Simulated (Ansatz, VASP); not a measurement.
YN in VASP and in Ansatz

The input INCAR:

```
SYSTEM = YN
PREC = Accurate
ENCUT = 600
EDIFF = 1E-6
ISMEAR = 0
SIGMA = 0.01
LREAL = .FALSE.
LASPH = .TRUE.
NELM = 120
ALGO = Normal
ISIF = 2
LWAVE = .FALSE.
LCHARG = .FALSE.
GGA = PE
NBANDS = 15
GGA_COMPAT = .FALSE.
```

The input KPOINTS:

```
Automatic mesh
0
G
  8 8 8
  0 0 0
```

The input POSCAR:

```
YN
1.0
    0.0000000000      2.4774711717      2.4774711717
    2.4774711717      0.0000000000      2.4774711717
    2.4774711717      2.4774711717      0.0000000000
Y N
1 1
Direct
    0.0000000000      0.0000000000      0.0000000000
    0.5000000000      0.5000000000      0.5000000000
```

Input for Ansatz:

```yaml
crystal:
  lattice:
    - [0.0, 2.4774711717, 2.4774711717]
    - [2.4774711717, 0.0, 2.4774711717]
    - [2.4774711717, 2.4774711717, 0.0]
  atoms:
    - { symbol: "Y", position: [0.0, 0.0, 0.0] }
    - { symbol: "N", position: [0.5, 0.5, 0.5] }
kpoints:
  mp_grid: { grid: [8, 8, 8] }
hamiltonian:
  xc: pbe
scf:
  occupations: { method: fixed }
  n_extra_bands: 4
output:
  forces: true
  stress: true
  eigenvalues: true
```

Alike in both runs: task single point; functional PBE; k mesh 8 × 8 × 8; no spin polarisation.

|  | VASP | Ansatz |
| --- | --- | --- |
| version | VASP 6.6.1 | Ansatz 0.2.0 |
| potentials or method | VASP PAW PBE potentials, release 64 (Y_sv, N) | plane waves, PAW |
| plane-wave cutoff (eV) | 600 | 420 |
| occupations | gaussian, width 0.01 eV | fixed |
| valence electrons in the cell | 16 | 16 |

```tsv
	VASP	Ansatz	Ansatz less VASP
gap on the k mesh at the Fermi level (eV)	0.25	0.26	+0.004
pressure (GPa)	-4.6	-4.4	+0.22
```
